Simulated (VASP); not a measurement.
Ge: single point with PBEsol

The system is Ge.

```
CELL_PARAMETERS angstrom
-2.51013 2.51013 1.32754
2.51013 -2.51013 1.32754
2.51013 2.51013 -1.32754
ATOMIC_POSITIONS crystal
Ge 0.25000 0.75000 0.50000
Ge 0.50000 0.50000 0.00000
```

This cell differs from its parent crystal: strain -0.025 along x and y, -0.050 along z.

```yaml
Program: VASP 6.6.1
Task: single point
Functional: PBEsol
Potentials_or_basis: VASP PAW PBE potentials, release 64 (Ge_d)
Cutoff: 520 eV
k_mesh: 20 × 20 × 20
Occupations: gaussian, width 0.15 eV
Spin: no spin polarisation
```

```yaml
Pressure: 9.1 GPa
Band_gap_on_the_k_mesh: zero (bands 14 and 15 overlap by 5.67 eV)
```

Stress tensor (GPa, compression positive):
```
 7.85  0.00  0.00
 0.00  7.85  0.00
 0.00  0.00 11.59
```

Levels at points of the mesh, in eV from the Fermi level:
| k point | band 10 | band 11 | band 12 | band 13 | band 14 | band 15 | band 16 | band 17 | band 18 | band 19 |
| --- | --- | --- | --- | --- | --- | --- | --- | --- | --- | --- |
| (0.00, 0.00, 0.00) | -24.38 | -14.24 | -4.06 | -2.78 | -2.78 | 2.90 | 8.01 | 8.01 | 9.49 | 9.80 |
| (0.50, 0.00, 0.00) | -24.42 | -8.08 | -6.77 | -2.49 | -2.37 | -1.40 | 2.37 | 3.90 | 6.02 | 9.06 |
| (0.50, 0.50, 0.00) | -24.48 | -11.31 | -11.31 | 0.41 | 0.41 | 1.88 | 1.88 | 8.76 | 8.76 | 12.57 |
| (0.50, 0.50, 0.50) | -24.53 | -9.37 | -9.37 | -6.66 | -6.66 | 7.27 | 7.27 | 11.84 | 11.84 | 16.52 |

Run time: 4.4 min on 1 thread of Intel(R) Xeon(R) Platinum 8259CL CPU @ 2.50GHz (Skylake/Cascade Lake) (shared host), peak memory 0.44 GiB.

Caveat: the cell differs from its parent crystal (strain -0.025 along x and y, -0.050 along z); the cell stands under pressure; the PAW data sets were made with another functional, which shifts forces and pressure a little.
